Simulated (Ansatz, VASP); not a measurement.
**One calculation of NaF, two programs**

File INCAR:

```
SYSTEM = NaF
ALGO = Normal ; EDIFF = 1E-7
ENCUT = 520 ; GGA = PE
ISIF = 2 ; ISMEAR = 0
LASPH = .TRUE. ; LCHARG = .TRUE.
LELF = .TRUE. ; LREAL = .FALSE.
LVHAR = .TRUE. ; LWAVE = .FALSE.
NBANDS = 14 ; NELM = 60
PREC = Accurate ; SIGMA = 0.05
```

Contents of KPOINTS:

```
k-points
0
G
  12 12 12
  0 0 0
```

Contents of POSCAR:

```
NaF
1.0
    0.0000000000      2.3506791403      2.3506791403
    2.3506791403      0.0000000000      2.3506791403
    2.3506791403      2.3506791403      0.0000000000
Na F
1 1
Direct
    0.0000000000      0.0000000000      0.0000000000
    0.5000000000      0.5000000000      0.5000000000
```

Input for Ansatz:

```yaml
crystal:
  lattice:
    - [0.0, 2.3506791403, 2.3506791403]
    - [2.3506791403, 0.0, 2.3506791403]
    - [2.3506791403, 2.3506791403, 0.0]
  atoms:
    - { symbol: Na, position: [0.0, 0.0, 0.0] }
    - { symbol: F, position: [0.5, 0.5, 0.5] }
basis:
  ecutwfc: 420
  ecutrho_ratio: 4
kpoints:
  mp_grid: { grid: [12, 12, 12] }
hamiltonian:
  xc: pbe
scf:
  occupations: { method: gaussian, width: 0.05 }
output:
  forces: true
  stress: true
  eigenvalues: true
```

Alike in both runs: task single point; functional PBE; k mesh 12 × 12 × 12; occupations gaussian, width 0.05 eV; no spin polarisation.

|  | VASP | Ansatz |
| --- | --- | --- |
| version | VASP 6.6.1 | Ansatz 0.2.0 |
| potentials or method | VASP PAW PBE potentials, release 64 (Na_pv, F), cutoff 520 eV | scalar-relativistic, plane waves, PAW |
| valence electrons in the cell | 14 | 16 |

|  | VASP | Ansatz | Ansatz less VASP |
| --- | --- | --- | --- |
| gap on the k mesh at the Fermi level (eV) | 6.07 | 6.09 | +0.015 |
| least direct gap on the mesh (eV) | 6.07 | 6.09 | +0.015 |
| pressure (GPa) | -0.1 | 0.0 | +0.14 |

With one functional, cell and mesh, what is left measures potentials, basis and numerics. VASP's potentials hold 14 valence electrons a cell and Ansatz's 16, so a difference there can come from the potentials and not from the codes.
